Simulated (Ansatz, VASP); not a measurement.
**Two plane-wave programs on InP**

File POSCAR:

```
InP
1.0
    0.0000000000      2.8865425000      3.0184150000
    2.8865425000      0.0000000000      3.0184150000
    2.8865425000      2.8865425000      0.0000000000
In P
1 1
Direct
    0.0000000000      0.0000000000      0.0000000000
    0.7500000000      0.7500000000      0.7500000000
```

The input INCAR.step1:

```
SYSTEM = InP
ALGO     = Normal         ! electronic algorithm
EDIFF    = 1E-4           ! SCF threshold, eV
ENCUT    = 520            ! plane-wave cutoff, eV
GGA      = PE             ! functional
ISMEAR   = 0              ! smearing method
LASPH    = .TRUE.         ! aspherical terms in the spheres
LCHARG   = .FALSE.        ! write CHGCAR
LREAL    = .FALSE.        ! projectors in reciprocal space
LWAVE    = .TRUE.         ! write WAVECAR
NBANDS   = 16             ! bands
NELM     = 80             ! most SCF steps
PREC     = Accurate       ! precision mode
SIGMA    = 0.05           ! smearing width, eV
```

INCAR.step2

```
SYSTEM = InP
ALGO     = Normal         ! electronic algorithm
EDIFF    = 1E-7           ! SCF threshold, eV
ENCUT    = 520            ! plane-wave cutoff, eV
ISIF     = 2              ! what is computed and relaxed
ISMEAR   = 0              ! smearing method
ISTART   = 1            
LASPH    = .TRUE.         ! aspherical terms in the spheres
LCHARG   = .FALSE.        ! write CHGCAR
LMIXTAU  = .TRUE.       
LREAL    = .FALSE.        ! projectors in reciprocal space
LWAVE    = .FALSE.        ! write WAVECAR
METAGGA  = R2SCAN         ! meta-GGA
NBANDS   = 16             ! bands
NELM     = 80             ! most SCF steps
PREC     = Accurate       ! precision mode
SIGMA    = 0.05           ! smearing width, eV
```

File KPOINTS:

```
k-points
0
G
  8 8 8
  0 0 0
```

Input for Ansatz:

```yaml
crystal:
  lattice:
    - [0.0, 2.8865425, 3.018415]
    - [2.8865425, 0.0, 3.018415]
    - [2.8865425, 2.8865425, 0.0]
  atoms:
    - { symbol: In, position: [0.0, 0.0, 0.0] }
    - { symbol: P, position: [0.75, 0.75, 0.75] }
basis:
  ecutwfc: 500
kpoints:
  mp_grid: { grid: [8, 8, 8] }
hamiltonian:
  xc: r2scan
scf:
  occupations: { method: gaussian, width: 0.05 }
output:
  forces: true
  stress: true
  eigenvalues: true
```

Change from the starting cell: strain -0.015 along x and y, +0.030 along z, atoms carried along.

Alike in both runs: task single point; functional r2SCAN; k mesh 8 × 8 × 8; occupations gaussian, width 0.05 eV; no spin polarisation.

|  | VASP | Ansatz |
| --- | --- | --- |
| version | VASP 6.6.1 | Ansatz 0.2.0 |
| potentials or method | VASP PAW PBE potentials, release 64 (In_d, P), cutoff 520 eV | scalar-relativistic, plane waves, PAW |
| valence electrons in the cell | 18 | 18 |

```tsv
	VASP	Ansatz	Ansatz less VASP
gap on the k mesh at the Fermi level (eV)	1.08	1.08	-0.004
least direct gap on the mesh (eV)	1.08	1.08	-0.004
pressure (GPa)	1.6	1.7	+0.12
traceless stress, the component that is largest in VASP (GPa)	-1.45	-1.43	+0.013
```

VASP's potentials were made for PBE, not for r2SCAN. With one functional, cell and mesh, what is left measures potentials, basis and numerics.
